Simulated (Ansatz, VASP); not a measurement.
## One calculation of HfH6, two programs

```
CELL_PARAMETERS angstrom
5.20195 0.00000 0.00000
0.00000 5.20195 0.00000
0.00000 0.00000 5.20195
ATOMIC_POSITIONS crystal
Hf 0.00000 0.00000 0.00000
H 0.39441 0.00000 0.00000
H 0.60559 0.00000 0.00000
H 0.00000 0.39441 0.00000
H 0.00000 0.60559 0.00000
H 0.00000 0.00000 0.39441
H 0.00000 0.00000 0.60559
```

Alike in both runs: functional PBE; k mesh 4 × 4 × 4; occupations gaussian, width 0.1 eV; no spin polarisation.

Ansatz relaxed the structure, and its values are those at the end. VASP's run is a single point on that final structure, the one shown.

```csv
,VASP,Ansatz
version,VASP 6.6.1,Ansatz 0.2.0
potentials or method,"VASP PAW PBE potentials, release 64 (Hf_pv, H), cutoff 520 eV","scalar-relativistic, plane waves, PAW"
valence electrons in the cell,16,32
```

|  | VASP | Ansatz | Ansatz less VASP |
| --- | --- | --- | --- |
| gap on the k mesh at the Fermi level (eV) | none | none | - |
| pressure (GPa) | -0.2 | 0.0 | +0.14 |
| rms of the force components (eV/Å) | 0.023 | 0.020 | -0.0034 |

A gap of «none» marks a metal or a gap that the smearing closes. VASP's potentials hold 16 valence electrons a cell and Ansatz's 32, so a difference there can come from the potentials and not from the codes.

Spin-orbit coupling is off throughout.
